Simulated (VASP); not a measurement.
A run of VASP 6.6.1 is set up as follows.

File INCAR:

```
  ALGO = Fast
  EDIFF = 1E-6
  EDIFFG = -0.01
  ENCUT = 600
  GGA = PS
  IBRION = 2
  ISIF = 4
  ISMEAR = 0
  LASPH = True
  LCHARG = False
  LREAL = False
  LWAVE = False
  NELM = 80
  NSW = 60
  PREC = Accurate
  SIGMA = 0.05
```

Contents of KPOINTS:

```
k-points
0
Gamma
  10 10 12
```

POSCAR

```
Hf
1.0
    4.9836103218      0.0000000000      0.0000000000
   -2.4918051609      4.3159331413      0.0000000000
    0.0000000000      0.0000000000      3.1008866246
Hf
3
Direct
    0.6666666667      0.3333333333      0.5000000000
    0.3333333333      0.6666666667      0.5000000000
    0.0000000000      0.0000000000      0.0000000000
```

Potentials or basis: VASP PAW PBE potentials, release 64 (Hf_pv).

Command:

```console
$ cat potpaw_PBE.64/Hf_pv/POTCAR > POTCAR
$ mpirun -np 1 vasp_std > vasp.out
```

(1) Predict the band gap on the k mesh.

Results:

(1) zero (bands 15 and 16 overlap by 0.96 eV).

Caveat: the relaxation stopped at its first step, so nothing moved; spin-orbit coupling is left out, which moves the levels of the heavy elements.
